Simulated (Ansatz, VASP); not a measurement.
# One calculation of Ta, two programs

File INCAR:

```
  PREC = Accurate
  ENCUT = 520
  EDIFF = 1E-6
  ISMEAR = 1
  SIGMA = 0.02
  LREAL = False
  LASPH = True
  NELM = 80
  ALGO = Normal
  ISIF = 2
  LWAVE = False
  LCHARG = True
  GGA = CA
  LELF = True
  LVHAR = True
  NBANDS = 12
```

Contents of KPOINTS:

```
Automatic mesh
0
Gamma
  20 20 20
```

Contents of POSCAR:

```
Ta
1.0
   -1.5522032000      1.5522032000      1.6512800000
    1.5522032000     -1.5522032000      1.6512800000
    1.5522032000      1.5522032000     -1.6512800000
Ta
1
Direct
    0.0000000000      0.0000000000      0.0000000000
```

Input for Ansatz:

```yaml
crystal:
  lattice:
    - [-1.5522032, 1.5522032, 1.65128]
    - [1.5522032, -1.5522032, 1.65128]
    - [1.5522032, 1.5522032, -1.65128]
  atoms:
    - { symbol: Ta, position: [0.0, 0.0, 0.0] }
basis:
  ecutwfc: 420
kpoints:
  mp_grid: { grid: [20, 20, 20] }
hamiltonian:
  xc: lda
scf:
  occupations: { method: methfessel_paxton, width: 0.02 }
output:
  forces: true
  stress: true
  eigenvalues: true
```

Change from the starting cell: strain -0.0600 x Voigt [1, 1, 0, 0, 0, 0], atoms carried along.

Alike in both runs: task single point; functional LDA; k mesh 20 × 20 × 20; occupations methfessel-paxton of order 1, width 0.02 eV; no spin polarisation.

|  | VASP | Ansatz |
| --- | --- | --- |
| version | VASP 6.6.1 | Ansatz 0.2.0 |
| potentials or method | VASP PAW LDA potentials, release 64 (Ta_pv), cutoff 520 eV | scalar-relativistic, plane waves, PAW |
| valence electrons in the cell | 11 | 13 |

|  | VASP | Ansatz | Ansatz less VASP |
| --- | --- | --- | --- |
| gap on the k mesh at the Fermi level (eV) | none | none | - |
| pressure (GPa) | 21.6 | 20.6 | -1.08 |
| traceless stress, the component that is largest in VASP (GPa) | -6.23 | -6.29 | -0.058 |

LDA's correlation is that of Perdew and Zunger in VASP and of Perdew and Wang (1992) in Ansatz. A gap of «none» marks a metal or a gap that the smearing closes. VASP's potentials hold 11 valence electrons a cell and Ansatz's 13, so a difference there can come from the potentials and not from the codes.

Spin-orbit coupling is off throughout.
